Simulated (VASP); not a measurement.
InP, 2 atoms in the cell. Symmetry: F-43m, No. 216, cubic system. Conventional cell: a = 5.900 Å, b = 5.900 Å, c = 5.900 Å, α = 90.00°, β = 90.00°, γ = 90.00°. Within 3.4 Å of In (site symmetry -43m) lie 4 P at 2.55 Å. P (site symmetry -43m) has 4 In at 2.55 Å within 3.4 Å. 

| Quantity | Value |
| --- | --- |
| Program | VASP 6.6.1 |
| Task | single point |
| Functional | LDA |
| Potentials or basis | VASP PAW LDA potentials, release 64 (In_d, P) |
| Cutoff | 520 eV |
| k mesh | 8 × 8 × 8 |
| Occupations | fermi-dirac, width 0.05 eV |
| Spin | non-collinear spin, zero start, spin-orbit coupling |
| Starting moments | [[0.0, 0.0, 0.0], [0.0, 0.0, 0.0]] μB |
| Dipole correction | no |
| Further INCAR settings | ALGO = Normal; EDIFF = 1e-07; NBANDS = 30 |

Potentials or basis: VASP PAW LDA potentials, release 64 (In_d, P).

The run is started by

```bash
$ cat potpaw_LDA.64/In_d/POTCAR potpaw_LDA.64/P/POTCAR > POTCAR
$ mpirun -np 1 vasp_ncl > vasp.out
```

Hardware: 1 thread of AMD EPYC 9R45 96-Core Processor (Zen 5), with other jobs on the host.

Question: How long does it take, and how much memory?

Answer: Wall time 86 s on 1 thread of AMD EPYC 9R45 96-Core Processor (Zen 5), on a shared host, peak memory 0.25 GiB. Counts: scf iterations 14, k points 43.
